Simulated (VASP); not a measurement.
A run of VASP 6.6.1 is set up as follows.

Contents of INCAR:

```
PREC = Accurate
ENCUT = 520
EDIFF = 1E-6
ISMEAR = 0
SIGMA = 0.05
LREAL = F
LASPH = T
NELM = 150
ALGO = Fast
ISIF = 2
LWAVE = F
LCHARG = T
ISPIN = 2
MAGMOM = 1.5
LORBIT = 11
LMAXMIX = 4
GGA = PS
LELF = T
LVHAR = T
NBANDS = 14
```

The input KPOINTS:

```
Automatic mesh
0
Gamma
  1 1 26
```

POSCAR

```
Ir
1.0
    9.0000000000      0.0000000000      0.0000000000
    0.0000000000      9.3000000000      0.0000000000
    0.0000000000      0.0000000000      2.2515916923
Ir
1
Direct
    0.5000000000      0.5000000000      0.0000000000
```

Potentials or basis: VASP PAW PBE potentials, release 64 (Ir).

Launch:

```sh
$ cat potpaw_PBE.64/Ir/POTCAR > POTCAR
$ mpirun -np 1 vasp_std > vasp.out
```

(1) Predict the site moments.

(2) Estimate the net moment.

## Answers

(1) Ir +0.51 μB.

(2) 0.54 μB per cell.
